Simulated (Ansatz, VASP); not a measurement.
## BaCd3Se4: VASP beside Ansatz

```
Ba Cd Se
1.0
     0.00000    5.92059    8.46644
     3.34610    0.00000    8.46644
     3.34610    5.92059    0.00000
Ba Cd Se
1 3 4
Direct
  0.00000 0.00000 0.00000
  0.50000 0.50000 0.00000
  0.00000 0.00000 0.50000
  0.50000 0.50000 0.50000
  0.85689 0.85689 0.64311
  0.64311 0.64311 0.85689
  0.14311 0.14311 0.35689
  0.35689 0.35689 0.14311
```

Alike in both runs: functional PBE; k mesh 2 × 2 × 2; occupations gaussian, width 0.15 eV; no spin polarisation.

Ansatz relaxed the structure, and its values are those at the end. VASP's run is a single point on that final structure, the one shown.

```csv
,VASP,Ansatz
version,VASP 6.6.1,Ansatz 0.2.0
potentials or method,"VASP PAW PBE potentials, release 64 (Ba_sv, Cd, Se), cutoff 520 eV","scalar-relativistic, plane waves, PAW"
valence electrons in the cell,70,134
```

```tsv
	VASP	Ansatz	Ansatz less VASP
gap on the k mesh at the Fermi level (eV)	none	none	-
pressure (GPa)	0.3	0.1	-0.22
rms of the force components (eV/Å)	0.028	0.007	-0.0211
```

A gap of «none» marks a metal or a gap that the smearing closes. VASP's potentials hold 70 valence electrons a cell and Ansatz's 134, so a difference there can come from the potentials and not from the codes.

The k mesh is coarse, so the values compare programs but aren't converged. Spin-orbit coupling is off throughout.
